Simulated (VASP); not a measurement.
Wanted: the native input for a VASP 6.6.1 run.

```yaml
Task: single point
Functional: PBE
Potentials_or_basis: VASP PAW PBE potentials, release 64 (Be, Te, S)
Cutoff: 520 eV
k_mesh: 10 × 10 × 10
Occupations: gaussian, width 0.02 eV
Spin: no spin polarisation
Dipole_correction: no
Further_INCAR_settings: ALGO = Normal; EDIFF = 1e-06; NBANDS = 21
```

The structure of Be3Te2S lies in POSCAR:

```
Be3Te2S
1.0
   -1.9144692151      5.7355308644      2.6928822459
    1.9144692151     -5.7355308644      2.6928822459
    1.9144692151      5.7355308644     -2.6928822459
Be Te S
3 2 1
Direct
    0.6222628486      0.7719658797      0.8502969689
    0.9216689108      0.7719658797      0.1497030311
    0.2083853038      0.7083853038      0.5000000000
    0.6629736934      0.9989136864      0.6640600071
    0.3348536793      0.9989136864      0.3359399929
   -0.0001444361     -0.0001444361      0.0000000000
```

These files were run (other wordings do the same):

INCAR

```
ALGO = Normal
EDIFF = 1E-6
ENCUT = 520
GGA = PE
ISIF = 2
ISMEAR = 0
LASPH = True
LCHARG = False
LREAL = False
LWAVE = False
NBANDS = 21
NELM = 60
PREC = Accurate
SIGMA = 0.02
```

KPOINTS

```
k-points
0
Gamma
  10 10 10
```

Potentials or basis: VASP PAW PBE potentials, release 64 (Be, Te, S).

Launch:

```sh
$ cat potpaw_PBE.64/Be/POTCAR potpaw_PBE.64/Te/POTCAR potpaw_PBE.64/S/POTCAR > POTCAR
$ mpirun -np 1 vasp_std > vasp.out
```

Results of the run:

* Pressure: 0.1 GPa
* Largest force: 0.018 eV/Å
* Band gap on the k mesh: 1.71 eV (least direct gap 1.73 eV)

Caveat: spin-orbit coupling is left out, which moves the levels of the heavy elements.

Wall time 11 min on 1 thread of Intel(R) Xeon(R) Platinum 8259CL CPU @ 2.50GHz (Skylake/Cascade Lake), with other jobs on the host, peak memory 0.63 GiB.
